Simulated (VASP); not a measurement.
A run of VASP 6.6.1 is set up as follows.

Contents of INCAR:

```
PREC     = Accurate       # precision mode
ENCUT    = 520            # plane-wave cutoff, eV
EDIFF    = 1E-6           # SCF threshold, eV
ISMEAR   = -1             # smearing method
SIGMA    = 0.05           # smearing width, eV
LREAL    = False          # projectors in reciprocal space
LASPH    = True           # aspherical terms in the spheres
NELM     = 60             # most SCF steps
ALGO     = Normal         # electronic algorithm
ISIF     = 2              # what is computed and relaxed
LWAVE    = False          # write WAVECAR
LCHARG   = False          # write CHGCAR
GGA      = CA             # functional
NBANDS   = 10             # bands
```

KPOINTS

```
regular mesh
0
Gamma
  17 17 17
```

The input POSCAR:

```
Os
1.0
    2.3746615279      0.0000000000      0.0000000000
    0.0000000000      2.3746615279      0.0000000000
    0.0000000000      0.0000000000      2.3746615279
Os
1
Direct
    0.0000000000      0.0000000000      0.0000000000
```

Potentials or basis: VASP PAW LDA potentials, release 64 (Os).

The run is started by

```sh
$ cat potpaw_LDA.64/Os/POTCAR > POTCAR
$ mpirun -np 1 vasp_std > vasp.out
```

Q: Predict the band gap on the k mesh.

A: Zero (bands 4 and 5 overlap by 8.07 eV).

Q: What does it give for the pressure?

A: 81.0 GPa.

Caveat: the cell stands under pressure; spin-orbit coupling is left out, which moves the levels of the heavy elements.
